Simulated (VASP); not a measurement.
# Ag: single point with B3LYP

Ag:

```
Ag
1.0
    -1.55387    1.64633    1.64719
     1.71523   -1.56033    1.72273
     1.71623    1.72159   -1.56087
Ag
1
Direct
  0.00000 0.00000 0.00000
```

```json
{"Program": "VASP 6.6.1", "Task": "single point", "Functional": "B3LYP", "Potentials or basis": "VASP PAW PBE potentials, release 64 (Ag)", "Cutoff": "400 eV", "k mesh": "6 × 6 × 6", "Occupations": "fermi-dirac, width 0.05 eV", "Spin": "no spin polarisation", "Dipole correction": "no", "Grid for exact exchange (PRECFOCK)": "Normal", "Further INCAR settings": "ALGO = Normal; EDIFF = 1e-06; NBANDS = 12", "Share of exact exchange": "0.2"}
```

The pressure is -0.3 GPa. The band gap on the k mesh is zero (an odd number of electrons rules out a gap without spin polarisation).

Stress tensor (GPa, compression positive):
```
-0.29 -0.06 -0.05
-0.06 -0.29  0.00
-0.05  0.00 -0.31
```

Levels at points of the mesh, in eV from the Fermi level:
| k point | band 2 | band 3 | band 4 | band 5 | band 6 | band 7 | band 8 | band 9 |
| --- | --- | --- | --- | --- | --- | --- | --- | --- |
| (0.00, 0.00, 0.00) | -6.69 | -6.52 | -5.73 | -5.08 | -5.05 | 17.09 | 17.71 | 19.93 |
| (0.50, 0.00, 0.00) | -7.04 | -5.06 | -4.99 | -4.34 | -0.25 | 3.60 | 13.91 | 14.46 |
| (0.00, 0.50, 0.00) | -7.07 | -5.07 | -4.91 | -4.43 | -0.71 | 2.85 | 14.09 | 15.51 |
| (0.50, 0.50, 0.00) | -6.80 | -5.24 | -5.19 | -4.00 | 1.04 | 4.89 | 11.75 | 15.35 |
| (0.00, 0.00, 0.50) | -7.08 | -5.07 | -4.91 | -4.43 | -0.71 | 2.85 | 14.09 | 15.50 |
| (0.50, 0.00, 0.50) | -6.80 | -5.24 | -5.20 | -4.00 | 1.04 | 4.88 | 11.76 | 15.36 |
| (0.00, 0.50, 0.50) | -6.98 | -5.09 | -5.06 | -4.09 | 0.84 | 4.53 | 11.12 | 15.96 |
| (0.50, 0.50, 0.50) | -7.42 | -4.93 | -4.26 | -4.09 | 6.88 | 7.34 | 7.62 | 12.14 |

Wall time 63 min on 1 thread of AMD EPYC 7R43 64-Core Processor (Zen 3) (shared host), peak memory 0.11 GiB.

Caveat: the k points lie up to 0.43 Å⁻¹ apart, too coarse for converged energies and pressures of a metal; the PAW data sets were made with another functional, which shifts forces and pressure a little.
